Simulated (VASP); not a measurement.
Input of a VASP 6.6.1 run:

Contents of INCAR:

```
SYSTEM = Ta
ALGO = Normal
DIPOL = 0.5 0.5 0.500
EDIFF = 1E-6
EFIELD = -0.2
ENCUT = 520
IDIPOL = 3
ISIF = 2
ISMEAR = -1
LASPH = .TRUE.
LCHARG = .TRUE.
LDIPOL = .TRUE.
LELF = .TRUE.
LREAL = .FALSE.
LVACPOTAV = .TRUE.
LVHAR = .TRUE.
LWAVE = .FALSE.
NBANDS = 36
NELM = 60
PREC = Accurate
SIGMA = 0.08
```

Contents of KPOINTS:

```
k-points
0
G
  15 15 1
  0 0 0
```

File POSCAR:

```
Ta
1.0
    2.8173712975      0.0000000000      0.0000000000
   -0.9391237658      2.6562431328      0.0000000000
    0.0000000000      0.0000000000     25.2015000000
Ta
5
Direct
    0.0000000000      0.0000000000      0.3213221709
    0.5000000000      0.5000000000      0.4088760544
    0.0000000000      0.0000000000      0.4999999999
    0.5000000000      0.5000000000      0.5911239455
    0.0000000000      0.0000000000      0.6786778293
```

Potentials or basis: VASP PAW LDA potentials, release 64 (Ta_pv).

The run is started by

```bash
$ cat potpaw_LDA.64/Ta_pv/POTCAR > POTCAR
$ mpirun -np 1 vasp_std > vasp.out
```

(1) Predict the largest force.

Results:

(1) 0.055 eV/Å.
